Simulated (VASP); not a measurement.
# Ag (Im-3m) in VASP: notebook

Runs on Ag. Level: LDA. Tasks: single point.

Program: VASP 6.6.1. These are calculated values, not measurements. Logs are shortened: lines on timing, memory, paths and dates and some standing lists are left out, and cuts for length are marked.

**1. The cell of the first run**

It takes space group Im-3m (No. 229, cubic). The conventional cell has a = 3.161 Å, b = 3.161 Å, c = 3.161 Å, α = 90.00°, β = 90.00°, γ = 90.00°. Ag (site symmetry m-3m) has 14 Ag at 2.74 to 3.16 Å within 3.6 Å.

**2. Single point, LDA (volume scaled by 0.98)**

The input, INCAR:

```
  ALGO = Normal
  EDIFF = 1E-6
  ENCUT = 520
  ISIF = 2
  ISMEAR = -1
  LASPH = True
  LCHARG = False
  LREAL = False
  LWAVE = False
  NBANDS = 12
  NELM = 80
  PREC = Accurate
  SIGMA = 0.15
```

The input, KPOINTS:

```
k-points
0
Gamma
  20 20 20
```

The input, POSCAR:

```
Ag
1.0
   -1.5805889015      1.5805889015      1.5805889015
    1.5805889015     -1.5805889015      1.5805889015
    1.5805889015      1.5805889015     -1.5805889015
Ag
1
Direct
    0.0000000000      0.0000000000      0.0000000000
```

Potentials or basis: VASP PAW LDA potentials, release 64 (Ag).

Command:

```
cat potpaw_LDA.64/Ag/POTCAR > POTCAR
mpirun -np 1 vasp_std > vasp.out
```

OUTCAR:

```text
EDIFF = 1E-6
   ENCUT = 520
   ISIF = 2
   ISMEAR = -1
   LASPH = True
   LREAL = False
   NELM = 80
   PREC = Accurate

 ion  position               nearest neighbor table
   1  0.000  0.000  0.000-

  LATTYP: Found a body centered cubic cell.
 ALAT       =     3.1611778030

  Lattice vectors:

 A1 = (  -1.5805889015,   1.5805889015,   1.5805889015)
 A2 = (   1.5805889015,  -1.5805889015,   1.5805889015)
 A3 = (   1.5805889015,   1.5805889015,  -1.5805889015)

Analysis of symmetry for initial positions (statically):
=====================================================================
 Subroutine PRICEL returns:
 Original cell was already a primitive cell.

 Routine SETGRP: Setting up the symmetry group for a
 body centered cubic supercell.

 Subroutine GETGRP returns: Found 48 space group operations
 (whereof 48 operations were pure point group operations)
 out of a pool of 48 trial point group operations.

The static configuration has the point symmetry O_h .

Analysis of symmetry for dynamics (positions and initial velocities):
=====================================================================
 Subroutine PRICEL returns:
 Original cell was already a primitive cell.

 Routine SETGRP: Setting up the symmetry group for a
 body centered cubic supercell.

 Subroutine GETGRP returns: Found 48 space group operations
 (whereof 48 operations were pure point group operations)
 out of a pool of 48 trial point group operations.

The dynamic configuration has the point symmetry O_h .

 Subroutine INISYM returns: Found 48 space group operations
 (whereof 48 operations are pure point group operations),
 and found     1 'primitive' translations

----------------------------------------------------------------------------------------

                                     Primitive cell

  volume of cell :      15.7949

  direct lattice vectors                    reciprocal lattice vectors
    -1.580588902  1.580588902  1.580588902     0.000000000  0.316337790  0.316337790
     1.580588902 -1.580588902  1.580588902     0.316337790  0.000000000  0.316337790
     1.580588902  1.580588902 -1.580588902     0.316337790  0.316337790  0.000000000

  length of vectors
     2.737660283  2.737660283  2.737660283     0.447369193  0.447369193  0.447369193

  position of ions in fractional coordinates (direct lattice)
     0.000000000  0.000000000  0.000000000

  ion indices of the primitive-cell ions
[... 73 lines left out ...]
   NELM   =     80;   NELMIN=  2; NELMDL= -5     # of ELM steps
   EDIFF  = 0.1E-05   stopping-criterion for ELM
   LREAL  =      F    real-space projection
   EDIFFG = 0.1E-04   stopping-criterion for IOM
   NSW    =      0    number of steps for IOM
   IBRION =     -1    ionic relax: 0-MD 1-quasi-New 2-CG
   NFREE  =      0    steps in history (QN), initial steepest desc. (CG)
   ISIF   =      2    stress and relaxation
   ISYM   =      2    0-nonsym 1-usesym 2-fastsym
   POTIM  = 0.5000    time-step for ionic-motion
   TEBEG  =    0.0;   TEEND  =   0.0 temperature during run
   PSTRESS=    0.0 pullay stress
   NELECT =      11.0000    total number of electrons
   NUPDOWN=      -1.0000    fix difference up-down
   EMIN   =  10.00;   EMAX   =-10.00  energy-range for DOS
   EFERMI =   0.00;   METHOD = LEGACY
   ISMEAR =    -1;   SIGMA  =   0.15  broadening in eV -4-tet -1-fermi 0-gaus
   EFERMI_NEDOS =   21; number of points for ismear=-14 and -15
   IALGO  =     38    algorithm
   IMIX   =      4    mixing-type and parameters
     AMIX     =   0.40;   BMIX     =  1.00
     AMIX_MAG =   1.60;   BMIX_MAG =  1.00
  volume/ion in A,a.u.               =      15.79       106.59
  Fermi-wavevector in a.u.,A,eV,Ry     =   1.451109  2.742199 28.650037  2.105718
  Thomas-Fermi vector in A             =   2.568644
   LORBIT       =      0    0 simple, 1 ext, 2 COOP (PROOUT), +10 PAW based schemes
   GGA     = CA    functional components
   LHFCALC =     F    Hartree Fock is set to
   AEXX    =    0.0000 exact exchange contribution
   IVDW    =     0    specifies the selected vdW correction
   LEPSILON=     F    determine dielectric tensor
   LRPA    =     F    only Hartree local field effects (RPA)
 non-spin polarized calculation
  energy-cutoff  :      520.00
  volume of cell :       15.79
 maximum number of plane-waves:       438
   NGX = 11   NGY = 11   NGZ = 11

 number of electron      11.0000006 magnetization

 Free energy of the ion-electron system (eV)
  ---------------------------------------------------
  ext. energy  EPLUGINS =         0.00000000
  ---------------------------------------------------
  free energy    TOTEN  =        -3.74886450 eV

  energy without entropy =       -3.72646250  energy(sigma->0) =       -3.73766350

 E-fermi :   9.3051     XC(G=0): -13.0400

 val. band max:        9.2801689655   @ k =   0.2000   0.2000   0.1000
 cond. band min:       9.3106364360   @ k =   0.4000   0.1000   0.0000
 fundamental gap:      0.0304674705
 Fermi energy:         9.3050909797

 k-point     1 :       0.0000    0.0000    0.0000
  band No.  band energies     occupation
      1       0.8698      2.00000
      2       4.0683      2.00000
      3       4.0683      2.00000
      4       4.0683      2.00000
      5       5.6126      2.00000
      6       5.6126      2.00000
      7      27.4901      0.00000
      8      27.4901      0.00000
      9      27.4901      0.00000
     10      34.6678      0.00000
     11      34.6678      0.00000
     12      34.9331      0.00000
[... 331 lines left out ...]
 k-point    24 :       0.2500    0.1000    0.0000
  band No.  band energies     occupation
      1       2.7591      2.00000
      2       3.5083      2.00000
      3       4.5926      2.00000
      4       5.3350      2.00000
      5       5.7503      2.00000
      6       6.4302      2.00000
      7      20.0239      0.00000
      8      23.5156      0.00000
      9      25.9281      0.00000
     10      29.5588      0.00000
     11      33.1108      0.00000
     12      33.3132      0.00000

 [... further k-points ...]
[... 5 lines left out ...]
  --------------------------------------------------------------------------------------
  -------------------------------------------------------------------------------------
  Total        0.2985330      0.2985330      0.2985330     -0.0000000      0.0000000      0.0000000
  in kB       30.2821093     30.2821093     30.2821093     -0.0000000      0.0000000      0.0000000
  external PRESSURE =      30.2821093 kB  Pullay stress =       0.0000000 kB

 VOLUME and BASIS-vectors are now :
 -----------------------------------------------------------------------------
  energy-cutoff  :      520.00
  volume of cell :       15.79
      direct lattice vectors                 reciprocal lattice vectors
    -1.580588902  1.580588902  1.580588902     0.000000000  0.316337790  0.316337790
     1.580588902 -1.580588902  1.580588902     0.316337790  0.000000000  0.316337790
     1.580588902  1.580588902 -1.580588902     0.316337790  0.316337790  0.000000000

 POSITION                                       TOTAL-FORCE (eV/Angst)
 -----------------------------------------------------------------------------------
      0.00000      0.00000      0.00000         0.000000     -0.000000     -0.000000
 -----------------------------------------------------------------------------------
    total drift:                                0.000000     -0.000000      0.000000

  FREE ENERGIE OF THE ION-ELECTRON SYSTEM (eV)
  ---------------------------------------------------
  free  energy   TOTEN  =        -3.7488644968 eV

  energy  without entropy=       -3.7264624964  energy(sigma->0) =       -3.73766350
```

It took 45 s on 1 thread of Intel Xeon 8259CL, shared host; peak memory 0.16 GiB.

What came out:

- Free energy: -3.7489 eV
- Pressure: 3.0 GPa

Levels at points of the mesh, in eV from the Fermi level:
| k point | band 2 | band 3 | band 4 | band 5 | band 6 | band 7 | band 8 | band 9 | band 10 | band 11 |
| --- | --- | --- | --- | --- | --- | --- | --- | --- | --- | --- |
| (0.00, 0.00, 0.00) | -5.24 | -5.24 | -5.24 | -3.69 | -3.69 | 18.19 | 18.19 | 18.19 | 25.36 | 25.36 |
| (0.50, 0.00, 0.00) | -6.14 | -3.76 | -3.54 | -2.52 | -0.33 | 4.59 | 13.55 | 15.04 | 21.07 | 22.46 |
| (0.50, 0.50, 0.50) | -6.90 | -2.80 | -2.80 | -2.80 | 7.02 | 7.02 | 7.02 | 13.85 | 14.36 | 14.36 |

Caveat: the cell differs from its parent crystal (volume scaled by 0.98).

**3. Single point, LDA**

This run uses another cell than the first one, of 16.12 Å³/atom, 1.020 times its volume.

The input, INCAR:

```
PREC     = Accurate       # precision mode
ENCUT    = 520            # plane-wave cutoff, eV
EDIFF    = 1E-6           # SCF threshold, eV
ISMEAR   = -1             # smearing method
SIGMA    = 0.15           # smearing width, eV
LREAL    = False          # projectors in reciprocal space
LASPH    = True           # aspherical terms in the spheres
NELM     = 80             # most SCF steps
ALGO     = Normal         # electronic algorithm
ISIF     = 2              # what is computed and relaxed
LWAVE    = False          # write WAVECAR
LCHARG   = False          # write CHGCAR
GGA      = CA             # functional
NBANDS   = 12             # bands
```

The input, KPOINTS:

```
regular mesh
0
Gamma
  20 20 20
```

The input, POSCAR:

```
Ag
1.0
   -1.5912688802      1.5912688802      1.5912688802
    1.5912688802     -1.5912688802      1.5912688802
    1.5912688802      1.5912688802     -1.5912688802
Ag
1
Direct
    0.0000000000      0.0000000000      0.0000000000
```

Potentials or basis: VASP PAW LDA potentials, release 64 (Ag).

Command:

```
cat potpaw_LDA.64/Ag/POTCAR > POTCAR
mpirun -np 1 vasp_std > vasp.out
```

Run time: 49 s. Hardware: 1 thread of Intel Xeon 8259CL, shared host; peak memory 0.16 GiB.

The run converged. Its results:

* Free energy: -3.7522 eV
* Pressure: 0.1 GPa

Levels at points of the mesh, in eV from the Fermi level:
| k point | band 2 | band 3 | band 4 | band 5 | band 6 | band 7 | band 8 | band 9 | band 10 | band 11 |
| --- | --- | --- | --- | --- | --- | --- | --- | --- | --- | --- |
| (0.00, 0.00, 0.00) | -5.15 | -5.15 | -5.15 | -3.65 | -3.65 | 18.13 | 18.13 | 18.13 | 25.11 | 25.11 |
| (0.50, 0.00, 0.00) | -6.02 | -3.72 | -3.51 | -2.52 | -0.27 | 4.46 | 13.49 | 14.85 | 20.80 | 22.14 |
| (0.50, 0.50, 0.50) | -6.75 | -2.80 | -2.80 | -2.80 | 6.96 | 6.96 | 6.96 | 13.54 | 14.17 | 14.17 |
